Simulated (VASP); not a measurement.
A run of VASP 6.6.1:

The input INCAR:

```
  ALGO = Normal
  EDIFF = 1E-6
  ENCUT = 520
  GGA = PE
  ISIF = 2
  ISMEAR = 0
  LASPH = True
  LCHARG = False
  LREAL = False
  LWAVE = False
  NBANDS = 29
  NELM = 80
  PREC = Accurate
  SIGMA = 0.1
```

The input KPOINTS:

```
k-points
0
Gamma
  10 10 6
```

The input POSCAR:

```
Te3MoPt
1.0
    4.1341024119      0.0000000000      0.0000000000
    0.0000000000      4.1341024119      0.0000000000
    0.0000000000      0.0000000000      8.2905839543
Te Mo Pt
3 1 1
Direct
    0.5000000000      0.5000000000      0.0723078478
    0.0000000000      0.5000000000      0.5502649124
    0.5000000000      0.0000000000      0.5502649124
    0.5000000000      0.5000000000      0.7648120018
    0.0000000000      0.0000000000      0.9042503556
```

Potentials or basis: VASP PAW PBE potentials, release 64 (Te, Mo_sv, Pt).

Launch:

```bash
$ cat potpaw_PBE.64/Te/POTCAR potpaw_PBE.64/Mo_sv/POTCAR potpaw_PBE.64/Pt/POTCAR > POTCAR
$ mpirun -np 1 vasp_std > vasp.out
```

Hardware: 1 thread of Intel(R) Xeon(R) Platinum 8259CL CPU @ 2.50GHz (Skylake/Cascade Lake) (shared host).

**Question.** Estimate the wall time of this run.

**Answer.** Wall time 4.8 min on 1 thread of Intel(R) Xeon(R) Platinum 8259CL CPU @ 2.50GHz (Skylake/Cascade Lake), with other jobs on the host, peak memory 0.49 GiB. Counts: scf iterations 16, k points 84.
